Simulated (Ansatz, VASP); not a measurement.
## Two plane-wave programs on NaH

```
Na H
1.0
     0.00000    2.39583    2.39583
     2.39583    0.00000    2.39583
     2.39583    2.39583    0.00000
Na H
1 1
Direct
  0.00000 0.00000 0.00000
  0.50000 0.50000 0.50000
```

Alike in both runs: task single point; functional PBE; k mesh 8 × 8 × 8; no spin polarisation.

```csv
,VASP,Ansatz
version,VASP 6.6.1,Ansatz 0.2.0
potentials or method,"VASP PAW PBE potentials, release 64 (Na_pv, H), cutoff 520 eV","plane waves, PAW"
occupations,"gaussian, width 0.01 eV",fixed
valence electrons in the cell,8,10
```

```tsv
	VASP	Ansatz	Ansatz less VASP
pressure (GPa)	0.6	0.6	+0.03
```

VASP's potentials hold 8 valence electrons a cell and Ansatz's 10, so a difference there can come from the potentials and not from the codes.
